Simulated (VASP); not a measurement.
# InGa2N3 (Cmc2_1) in VASP: further runs

Runs on InGa2N3. Level: PBEsol. Tasks: single point.

Everything below comes from runs of VASP 6.6.1. Logs are shortened: lines on timing, memory, paths and dates and some standing lists are left out, and cuts for length are marked.

## 1. The cell of the first run

Symmetry: Cmc2_1, No. 36, orthorhombic system. The conventional cell has a = 9.510 Å, b = 5.485 Å, c = 5.466 Å, α = 90.00°, β = 90.00°, γ = 90.00°. Within 2.8 Å of In (site symmetry m) lie 4 N at 2.10 to 2.13 Å. Ga (site symmetry 1) has 4 N at 1.90 to 1.94 Å within 2.5 Å. N (site symmetry 1) has 3 Ga at 1.91 to 1.94 Å and 1 In at 2.11 Å within 2.5 Å. N (site symmetry m) has 2 Ga at 1.90 Å and 2 In at 2.10 to 2.13 Å within 2.5 Å.

## 2. Single point, PBEsol (biaxial strain in the a-b plane: -4.0 %, then relaxed in part)

File INCAR:

```
PREC     = Accurate       # precision mode
ENCUT    = 520            # plane-wave cutoff, eV
EDIFF    = 1E-6           # SCF threshold, eV
ISMEAR   = 0              # smearing method
SIGMA    = 0.02           # smearing width, eV
LREAL    = False          # projectors in reciprocal space
LASPH    = True           # aspherical terms in the spheres
NELM     = 60             # most SCF steps
ALGO     = Normal         # electronic algorithm
ISIF     = 2              # what is computed and relaxed
LWAVE    = False          # write WAVECAR
LCHARG   = False          # write CHGCAR
GGA      = PS             # functional
NBANDS   = 66             # bands
```

File KPOINTS:

```
regular mesh
0
Gamma
  6 6 6
```

File POSCAR:

```
InGa2N3
1.0
    4.7548924766     -2.7425934964      0.0000000000
    4.7548924766      2.7425934964      0.0000000000
    0.0000000000      0.0000000000      5.4656655188
In Ga N
2 4 6
Direct
    0.3238500662      0.6761499338      1.0007125404
    0.6761499338      0.3238500662      0.5007125404
    0.0070945573      0.3344717371      0.9968680793
    0.6655282629      0.9929054427      0.9968680793
    0.9929054427      0.6655282629      0.4968680793
    0.3344717371      0.0070945573      0.4968680793
    0.0263840592      0.3331757265      0.3516825076
    0.6668242735      0.9736159408      0.3516825076
    0.9736159408      0.6668242735      0.8516825076
    0.3331757265      0.0263840592      0.8516825076
    0.3090145755      0.6909854245      0.3901872860
    0.6909854245      0.3090145755      0.8901872860
```

Potentials or basis: VASP PAW PBE potentials, release 64 (In_d, Ga_d, N).

The run is started by

```sh
cat potpaw_PBE.64/In_d/POTCAR potpaw_PBE.64/Ga_d/POTCAR potpaw_PBE.64/N/POTCAR > POTCAR
mpirun -np 1 vasp_std > vasp.out
```

OUTCAR:

```text
PREC = Accurate
   ENCUT = 520
   EDIFF = 1E-6
   ISMEAR = 0
   LREAL = False
   LASPH = True
   NELM = 60
   ISIF = 2
   GGA = PS

 ion  position               nearest neighbor table
   1  0.324  0.676  0.001-  12 2.10  10 2.11   9 2.11  11 2.13   3 3.13   4 3.13   4 3.13   3 3.13
                             4 3.25   3 3.25   5 3.28   6 3.28   5 3.32   6 3.32   2 3.35   2 3.35
   2  0.676  0.324  0.501-  11 2.10   8 2.11   7 2.11  12 2.13   6 3.13   5 3.13   6 3.13   5 3.13
                             6 3.25   5 3.25   3 3.28   4 3.28   3 3.32   4 3.32   1 3.35   1 3.35
   3  0.007  0.334  0.997-  12 1.90   9 1.91  10 1.91   7 1.94   1 3.13   1 3.13   1 3.25   2 3.28
                             2 3.32
   4  0.666  0.993  0.997-  12 1.90  10 1.91   9 1.91   8 1.94   1 3.13   1 3.13   1 3.25   2 3.28
                             2 3.32
   5  0.993  0.666  0.497-  11 1.90   7 1.91   8 1.91   9 1.94   2 3.13   2 3.13   2 3.25   1 3.28
                             1 3.32
   6  0.334  0.007  0.497-  11 1.90   8 1.91   7 1.91  10 1.94   2 3.13   2 3.13   2 3.25   1 3.28
                             1 3.32
   7  0.026  0.333  0.352-   5 1.91   6 1.91   3 1.94   2 2.11
   8  0.667  0.974  0.352-   6 1.91   5 1.91   4 1.94   2 2.11
   9  0.974  0.667  0.852-   3 1.91   4 1.91   5 1.94   1 2.11
  10  0.333  0.026  0.852-   4 1.91   3 1.91   6 1.94   1 2.11
  11  0.309  0.691  0.390-   5 1.90   6 1.90   2 2.10   1 2.13
  12  0.691  0.309  0.890-   3 1.90   4 1.90   1 2.10   2 2.13

  LATTYP: Found a base centered orthorhombic cell.
 ALAT       =     5.4851869928
 B/A-ratio  =     1.7337211960
 C/A-ratio  =     0.9964410559

  Lattice vectors:

 A1 = (  -4.7548924766,  -2.7425934964,   0.0000000000)
 A2 = (   4.7548924766,  -2.7425934964,   0.0000000000)
 A3 = (   0.0000000000,   0.0000000000,   5.4656655188)

Analysis of symmetry for initial positions (statically):
=====================================================================
 Subroutine PRICEL returns:
 Original cell was already a primitive cell.

 Routine SETGRP: Setting up the symmetry group for a
 base centered orthorhombic supercell.

 Subroutine GETGRP returns: Found  4 space group operations
 (whereof  2 operations were pure point group operations)
 out of a pool of  8 trial point group operations.

The static configuration has the point symmetry C_1h.
 The point group associated with its full space group is C_2v.

Analysis of symmetry for dynamics (positions and initial velocities):
=====================================================================
 Subroutine PRICEL returns:
 Original cell was already a primitive cell.
[... 144 lines left out ...]
   ISMEAR =     0;   SIGMA  =   0.02  broadening in eV -4-tet -1-fermi 0-gaus
   EFERMI_NEDOS =   21; number of points for ismear=-14 and -15
   IALGO  =     38    algorithm
   IMIX   =      4    mixing-type and parameters
     AMIX     =   0.40;   BMIX     =  1.00
     AMIX_MAG =   1.60;   BMIX_MAG =  1.00
  volume/ion in A,a.u.               =      11.88        80.17
  Fermi-wavevector in a.u.,A,eV,Ry     =   1.492420  2.820265 30.304488  2.227317
  Thomas-Fermi vector in A             =   2.604950
   LORBIT       =      0    0 simple, 1 ext, 2 COOP (PROOUT), +10 PAW based schemes
   GGA     = PS    functional components
   LHFCALC =     F    Hartree Fock is set to
   AEXX    =    0.0000 exact exchange contribution
   IVDW    =     0    specifies the selected vdW correction
   LEPSILON=     F    determine dielectric tensor
   LRPA    =     F    only Hartree local field effects (RPA)
 non-spin polarized calculation
 Gauss-broadening in eV      SIGMA  =   0.02
  energy-cutoff  :      520.00
  volume of cell :      142.55
 maximum number of plane-waves:      3872
 NGX is ok and might be reduce to    42
   NGX = 21   NGY = 21   NGZ = 21

 number of electron     108.0000005 magnetization

 Free energy of the ion-electron system (eV)
  ---------------------------------------------------
  ext. energy  EPLUGINS =         0.00000000
  ---------------------------------------------------
  free energy    TOTEN  =       -74.97220124 eV

  energy without entropy =      -74.97220124  energy(sigma->0) =      -74.97220124

 E-fermi :   6.7459     XC(G=0): -11.9329

 val. band max:        6.6368154121   @ k =   0.0000   0.0000   0.0000
 cond. band min:       7.6256679292   @ k =   0.0000   0.0000   0.0000
 fundamental gap:      0.9888525171
 Fermi energy:         6.7458700202

 k-point     1 :       0.0000    0.0000    0.0000
  band No.  band energies     occupation
      1      -9.5254      2.00000
      2      -8.8439      2.00000
      3      -8.6349      2.00000
      4      -8.6269      2.00000
      5      -8.6188      2.00000
      6      -8.5873      2.00000
[... 1645 lines left out ...]
     65      14.8010      0.00000
     66      14.9006      0.00000

 [... further k-points ...]

------------------------ aborting loop because EDIFF is reached ----------------------------------------

  FORCE on cell =-STRESS in cart. coord.  units (eV):
  Direction    XX          YY          ZZ          XY          YZ          ZX
  --------------------------------------------------------------------------------------
  -------------------------------------------------------------------------------------
  Total       14.5425424     14.4500375     -0.1829998      0.0000000      0.0000000      0.0000000
  in kB      163.4465404    162.4068590     -2.0567714      0.0000000      0.0000000      0.0000000
  external PRESSURE =     107.9322094 kB  Pullay stress =       0.0000000 kB

 VOLUME and BASIS-vectors are now :
 -----------------------------------------------------------------------------
  energy-cutoff  :      520.00
  volume of cell :      142.55
      direct lattice vectors                 reciprocal lattice vectors
     4.754892477 -2.742593496  0.000000000     0.105154849 -0.182309190  0.000000000
     4.754892477  2.742593496  0.000000000     0.105154849  0.182309190  0.000000000
     0.000000000  0.000000000  5.465665519     0.000000000  0.000000000  0.182960336

 POSITION                                       TOTAL-FORCE (eV/Angst)
 -----------------------------------------------------------------------------------
      4.75489      0.96622      0.00389        -0.000000     -0.001354      0.002469
      4.75489     -0.96622      2.73673        -0.000000      0.001354      0.002469
      1.62411      0.89786      5.44855        -0.004250      0.002234     -0.007711
      7.88567      0.89786      5.44855         0.004250      0.002234     -0.007711
      7.88567     -0.89786      2.71571         0.004250     -0.002234     -0.007711
      1.62411     -0.89786      2.71571        -0.004250     -0.002234     -0.007711
      1.70967      0.84140      1.92218         0.024347     -0.012741     -0.005048
      7.80012      0.84140      1.92218        -0.024347     -0.012741     -0.005048
      7.80012     -0.84140      4.65501        -0.024347      0.012741     -0.005048
      1.70967     -0.84140      4.65501         0.024347      0.012741     -0.005048
      4.75489      1.04759      2.13263        -0.000000      0.033010      0.023050
      4.75489     -1.04759      4.86547        -0.000000     -0.033010      0.023050
 -----------------------------------------------------------------------------------
    total drift:                                0.000001     -0.000000     -0.002950

  FREE ENERGIE OF THE ION-ELECTRON SYSTEM (eV)
  ---------------------------------------------------
  free  energy   TOTEN  =       -74.9722012446 eV

  energy  without entropy=      -74.9722012446  energy(sigma->0) =      -74.97220124
```

stdout:

```text
POSCAR found type information on POSCAR InGaN
 POSCAR found :  3 types and      12 ions
 scaLAPACK will be used
 -----------------------------------------------------------------------------
|                                                                             |
|                                                                             |
|     You enforced a specific xc type in the INCAR file but a different       |
|     I HOPE YOU KNOW WHAT YOU ARE DOING!                                     |
|                                                                             |
 -----------------------------------------------------------------------------

 LDA part: xc-table for (Slater+PW92), standard interpolation
 POSCAR, INCAR and KPOINTS ok, starting setup
 FFT: planning ... GRIDC
 FFT: planning ... GRID_SOFT
 FFT: planning ... GRID
 WAVECAR not read
 entering main loop
```

Wall time 7.6 min (1 thread of Intel Xeon Platinum 8559C (Emerald Rapids), shared host); peak memory 0.51 GiB.

Results:

- Free energy: -74.9722 eV
- Pressure: 10.8 GPa
- Largest force: 0.040 eV/Å
- Band gap on the k mesh: 0.99 eV, direct

Forces in eV/Å, atoms in the order of the input:
```
In   0.000 -0.001  0.002
In   0.000  0.001  0.002
Ga  -0.004  0.002 -0.008
Ga   0.004  0.002 -0.008
Ga   0.004 -0.002 -0.008
Ga  -0.004 -0.002 -0.008
N    0.024 -0.013 -0.005
N   -0.024 -0.013 -0.005
N   -0.024  0.013 -0.005
N    0.024  0.013 -0.005
N    0.000  0.033  0.023
N    0.000 -0.033  0.023
```

Stress tensor (GPa, compression positive):
```
16.34  0.00  0.00
 0.00 16.24  0.00
 0.00  0.00 -0.21
```

Levels at points of the mesh, in eV from the valence-band top:
| k point | band 51 | band 52 | band 53 | band 54 | band 55 | band 56 | band 57 | band 58 |
| --- | --- | --- | --- | --- | --- | --- | --- | --- |
| (0.00, 0.00, 0.00) | -0.88 | -0.47 | 0.00 | 0.00 | 0.99 | 4.23 | 4.38 | 4.51 |
| (0.50, 0.00, 0.00) | -1.21 | -1.19 | -0.98 | -0.86 | 3.72 | 3.87 | 5.04 | 5.28 |
| (0.50, 0.50, 0.00) | -1.22 | -1.20 | -1.09 | -0.72 | 3.66 | 4.04 | 4.50 | 5.30 |
| (0.00, 0.00, 0.50) | -0.48 | -0.48 | -0.45 | -0.45 | 3.59 | 3.59 | 5.41 | 5.41 |
| (0.50, 0.00, 0.50) | -1.80 | -1.80 | -1.47 | -1.47 | 3.74 | 3.74 | 4.66 | 4.66 |
| (0.50, 0.50, 0.50) | -1.81 | -1.81 | -1.48 | -1.48 | 3.75 | 3.75 | 4.73 | 4.73 |

Caveat: the cell differs from its parent crystal (biaxial strain in the a-b plane: -4.0 %, then relaxed in part); the PAW data sets were made with another functional, which shifts forces and pressure a little; spin-orbit coupling is left out, which moves the levels of the heavy elements.

## 3. Single point, PBEsol (biaxial strain in the a-b plane: -4.0 %)

File INCAR:

```
SYSTEM = InGa2N3
PREC     = Accurate       ! precision mode
ENCUT    = 520            ! plane-wave cutoff, eV
EDIFF    = 1E-6           ! SCF threshold, eV
ISMEAR   = 0              ! smearing method
SIGMA    = 0.02           ! smearing width, eV
LREAL    = .False.        ! projectors in reciprocal space
LASPH    = .True.         ! aspherical terms in the spheres
NELM     = 60             ! most SCF steps
ALGO     = Normal         ! electronic algorithm
ISIF     = 2              ! what is computed and relaxed
LWAVE    = .False.        ! write WAVECAR
LCHARG   = .False.        ! write CHGCAR
GGA      = PS             ! functional
NBANDS   = 66             ! bands
```

File KPOINTS:

```
Automatic mesh
0
Gamma
  6 6 6
  0 0 0
```

File POSCAR:

```
InGa2N3
1.0
    4.7548924766     -2.7425934964      0.0000000000
    4.7548924766      2.7425934964      0.0000000000
    0.0000000000      0.0000000000      5.4636485131
In Ga N
2 4 6
Direct
    0.3247099280      0.6752900720      0.9950077853
    0.6752900720      0.3247099280      0.4950077853
    0.0069824408      0.3341208287      0.9947418596
    0.6658791713      0.9930175592      0.9947418596
    0.9930175592      0.6658791713      0.4947418596
    0.3341208287      0.0069824408      0.4947418596
    0.0264881522      0.3334564954      0.3554829463
    0.6665435046      0.9735118478      0.3554829463
    0.9735118478      0.6665435046      0.8554829463
    0.3334564954      0.0264881522      0.8554829463
    0.3082949627      0.6917050373      0.3925436030
    0.6917050373      0.3082949627      0.8925436030
```

Potentials or basis: VASP PAW PBE potentials, release 64 (In_d, Ga_d, N).

The run is started by

```sh
cat potpaw_PBE.64/In_d/POTCAR potpaw_PBE.64/Ga_d/POTCAR potpaw_PBE.64/N/POTCAR > POTCAR
mpirun -np 1 vasp_std > vasp.out
```

Run time: 9.5 min. Hardware: 1 thread of Intel Xeon Platinum 8375C at 2.90GHz (Ice Lake), shared host; peak memory 0.51 GiB.

Results (log left out):

| Item | Value |
| --- | --- |
| Free energy | -74.9268 eV |
| Pressure | 11.5 GPa |
| Largest force | 0.454 eV/Å |
| Band gap on the k mesh | 1.03 eV, direct |

Forces on the atoms (eV/Å):
```
In   0.000  0.022  0.453
In   0.000 -0.022  0.453
Ga   0.024 -0.010  0.369
Ga  -0.024 -0.010  0.369
Ga  -0.024  0.010  0.369
Ga   0.024  0.010  0.369
N    0.028 -0.016 -0.424
N   -0.028 -0.016 -0.424
N   -0.028  0.016 -0.424
N    0.028  0.016 -0.424
N    0.000  0.029 -0.344
N    0.000 -0.029 -0.344
```

Stress tensor (GPa, compression positive):
```
18.47  0.00  0.00
 0.00 18.35  0.00
 0.00  0.00 -2.18
```

Levels at points of the mesh, in eV from the valence-band top:
```csv
k point,band 52,band 53,band 54,band 55,band 56,band 57
"(0.00, 0.00, 0.00)",-0.38,0.00,0.00,1.03,4.22,4.57
"(0.50, 0.00, 0.00)",-1.11,-1.01,-0.91,3.75,3.92,5.14
"(0.50, 0.50, 0.00)",-1.11,-1.01,-0.78,3.68,4.09,4.55
"(0.00, 0.00, 0.50)",-0.45,-0.43,-0.43,3.62,3.62,5.46
"(0.50, 0.00, 0.50)",-1.75,-1.49,-1.49,3.79,3.79,4.71
"(0.50, 0.50, 0.50)",-1.76,-1.51,-1.51,3.83,3.83,4.75
```

Caveat: the cell differs from its parent crystal (biaxial strain in the a-b plane: -4.0 %); the PAW data sets were made with another functional, which shifts forces and pressure a little; spin-orbit coupling is left out, which moves the levels of the heavy elements.

## 4. Single point, PBEsol (volume scaled by 0.97, then relaxed in part)

File INCAR:

```
  PREC = Accurate
  ENCUT = 520
  EDIFF = 1E-7
  ISMEAR = 0
  SIGMA = 0.02
  LREAL = False
  LASPH = True
  NELM = 100
  ALGO = Normal
  ISIF = 2
  LWAVE = False
  LCHARG = True
  GGA = PS
  LELF = True
  LVHAR = True
  NBANDS = 66
```

File KPOINTS:

```
regular mesh
0
Gamma
  6 6 6
```

File POSCAR:

```
InGa2N3
1.0
    4.9035891707     -2.8281143026      0.0000000000
    4.9035891707      2.8281143026      0.0000000000
    0.0000000000      0.0000000000      5.2808419711
In Ga N
2 4 6
Direct
    0.3249920114      0.6750079886      0.9896469940
    0.6750079886      0.3249920114      0.4896469940
    0.0069480650      0.3339697055      0.9926386660
    0.6660302945      0.9930519350      0.9926386660
    0.9930519350      0.6660302945      0.4926386660
    0.3339697055      0.0069480650      0.4926386660
    0.0267114600      0.3335755597      0.3588790277
    0.6664244403      0.9732885400      0.3588790277
    0.9732885400      0.6664244403      0.8588790277
    0.3335755597      0.0267114600      0.8588790277
    0.3079190697      0.6920809303      0.3953186185
    0.6920809303      0.3079190697      0.8953186185
```

The run is started by

```sh
cat potpaw_PBE.64/In_d/POTCAR potpaw_PBE.64/Ga_d/POTCAR potpaw_PBE.64/N/POTCAR > POTCAR
mpirun -np 1 vasp_std > vasp.out
```

It took 7.8 min on 1 thread of AMD EPYC 9R14 (Zen 4), shared host; peak memory 0.49 GiB.

Results (log left out):

```yaml
Free_energy: -75.4864 eV
Pressure: 5.4 GPa
Largest_force: 0.044 eV/Å
Band_gap_on_the_k_mesh: 1.15 eV, direct
```

Forces on the atoms (eV/Å):
```
In   0.000 -0.002 -0.010
In   0.000  0.002 -0.010
Ga   0.001  0.001  0.005
Ga  -0.001  0.001  0.005
Ga  -0.001 -0.001  0.005
Ga   0.001 -0.001  0.005
N    0.028 -0.016 -0.015
N   -0.028 -0.016 -0.015
N   -0.028  0.016 -0.015
N    0.028  0.016 -0.015
N    0.000  0.032  0.029
N    0.000 -0.032  0.029
```

Levels at points of the mesh, in eV from the valence-band top:
| k point | band 50 | band 51 | band 52 | band 53 | band 54 | band 55 | band 56 | band 57 | band 58 | band 59 |
| --- | --- | --- | --- | --- | --- | --- | --- | --- | --- | --- |
| (0.00, 0.00, 0.00) | -0.99 | -0.98 | -0.05 | 0.00 | 0.00 | 1.15 | 3.69 | 5.04 | 5.09 | 6.65 |
| (0.50, 0.00, 0.00) | -1.12 | -0.96 | -0.89 | -0.88 | -0.81 | 3.85 | 4.11 | 5.02 | 5.32 | 5.76 |
| (0.50, 0.50, 0.00) | -1.17 | -1.08 | -0.88 | -0.83 | -0.71 | 3.72 | 4.43 | 4.57 | 5.19 | 5.78 |
| (0.00, 0.00, 0.50) | -1.07 | -0.52 | -0.52 | -0.50 | -0.50 | 3.52 | 3.52 | 5.91 | 5.91 | 6.27 |
| (0.50, 0.00, 0.50) | -1.84 | -1.53 | -1.53 | -1.26 | -1.26 | 3.99 | 3.99 | 4.92 | 4.92 | 5.29 |
| (0.50, 0.50, 0.50) | -1.85 | -1.51 | -1.51 | -1.34 | -1.34 | 4.09 | 4.09 | 4.89 | 4.89 | 5.23 |

Caveat: the PAW data sets were made with another functional, which shifts forces and pressure a little; spin-orbit coupling is left out, which moves the levels of the heavy elements.

(Continued in part 2 of 2.)
